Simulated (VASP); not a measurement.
Wanted: the native input for a VASP 6.6.1 run.

* Task: single point
* Functional: PBE
* Potentials or basis: VASP PAW PBE potentials, release 64 (Li_sv, Cl)
* Cutoff: 520 eV
* k mesh: 6 × 2 × 4
* Occupations: gaussian, width 0.02 eV
* Spin: no spin polarisation
* Dipole correction: no
* Further INCAR settings: ALGO = Normal; EDIFF = 1e-07; NBANDS = 42

The structure of LiCl lies in POSCAR:

```
LiCl
1.0
    3.6598793212      0.0000000000      0.0000000000
    0.0000000000     10.6128281622      0.0000000000
    0.0000000000      0.0000000000      6.4691362265
Li Cl
6 6
Direct
    0.0000000000      0.8947840123      0.0823621494
    0.0000000000      0.6064807777      0.9109500082
    0.5000000000      0.7545392842      0.5498202539
    0.0000000000      0.1052159877      0.5823621494
    0.0000000000      0.3935192223      0.4109500082
    0.5000000000      0.2454607158      0.0498202539
    0.0000000000      0.5924857573      0.5521978542
    0.0000000000      0.9031014432      0.4448073999
    0.5000000000      0.7586067408      0.9608428534
    0.0000000000      0.4075142427      0.0521978542
    0.0000000000      0.0968985568      0.9448073999
    0.5000000000      0.2413932592      0.4608428534
```

The input as run:

INCAR

```
SYSTEM = LiCl
  ALGO = Normal
  EDIFF = 1E-7
  ENCUT = 520
  GGA = PE
  ISIF = 2
  ISMEAR = 0
  LASPH = .TRUE.
  LCHARG = .FALSE.
  LREAL = .FALSE.
  LWAVE = .FALSE.
  NBANDS = 42
  NELM = 80
  PREC = Accurate
  SIGMA = 0.02
```

KPOINTS

```
k-points
0
G
  6 2 4
  0 0 0
```

Potentials or basis: VASP PAW PBE potentials, release 64 (Li_sv, Cl).

The run is started by

```bash
$ cat potpaw_PBE.64/Li_sv/POTCAR potpaw_PBE.64/Cl/POTCAR > POTCAR
$ mpirun -np 1 vasp_std > vasp.out
```

It gave:

```yaml
Largest_force: 0.007 eV/Å
Band_gap_on_the_k_mesh: 5.43 eV
```

Wall time 7.3 min on 1 thread of Intel Xeon 8259CL (shared host), peak memory 0.4 GiB.
